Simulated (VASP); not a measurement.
A run of VASP 6.6.1 is set up as follows.

The input INCAR:

```
  PREC = Accurate
  ENCUT = 520
  EDIFF = 1E-6
  ISMEAR = 0
  SIGMA = 0.05
  LREAL = F
  LASPH = T
  NELM = 80
  ALGO = Normal
  ISIF = 2
  LWAVE = F
  LCHARG = F
  GGA = PE
  NBANDS = 16
```

KPOINTS

```
regular mesh
0
Gamma
  12 12 6
```

POSCAR

```
AlN
1.0
    3.1110021516      0.0000000000      0.0000000000
   -1.5555010758      2.6942068945      0.0000000000
    0.0000000000      0.0000000000      4.9780000000
Al N
2 2
Direct
    0.3444683356      0.6889366713      0.0000000000
    0.6555316644      0.3110633287      0.5000000000
    0.3234028426      0.6468056853      0.3850000000
    0.6765971574      0.3531943147      0.8850000000
```

Potentials or basis: VASP PAW PBE potentials, release 64 (Al, N).

Run with:

```console
$ cat potpaw_PBE.64/Al/POTCAR potpaw_PBE.64/N/POTCAR > POTCAR
$ mpirun -np 1 vasp_std > vasp.out
```

(1) Estimate the band gap on the k mesh.

(2) Estimate the largest force.

(3) Predict the pressure.

## Answers

(1) 4.12 eV, direct.

(2) 0.412 eV/Å.

(3) 3.7 GPa.

Caveat: the cell differs from its parent crystal (mode 4 (239.4 1/cm) frozen in, largest displacement -0.060 Å).
